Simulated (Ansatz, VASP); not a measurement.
**Si2P3 in VASP and in Ansatz**

```
Si P
1.0
     2.59061    1.49569    3.85238
    -2.59061    1.49569    3.85238
     0.00000   -2.99138    3.85238
Si P
2 3
Direct
  0.00000 0.00000 0.00000
  0.50000 0.50000 0.50000
  0.00000 0.00000 0.50000
  0.50000 0.00000 0.00000
  0.00000 0.50000 0.00000
```

Alike in both runs: functional PBE; k mesh 4 × 4 × 4; occupations gaussian, width 0.2 eV; no spin polarisation.

Ansatz relaxed the structure, and its values are those at the end. VASP's run is a single point on that final structure, the one shown.

|  | VASP | Ansatz |
| --- | --- | --- |
| version | VASP 6.6.1 | Ansatz 0.2.0 |
| potentials or method | VASP PAW PBE potentials, release 64 (Si, P), cutoff 500 eV | scalar-relativistic, plane waves, PAW |
| valence electrons in the cell | 23 | 23 |

Ansatz gave:

```
gap on the k mesh at the Fermi level (eV) : none
pressure (GPa)                            : 0.1
```

**Question.** What did VASP give for the same quantities?

**Answer.** gap on the k mesh at the Fermi level (eV): none; pressure (GPa): 0.0.

A gap of «none» marks a metal or a gap that the smearing closes.

The k mesh is coarse, so the values compare programs but aren't converged.
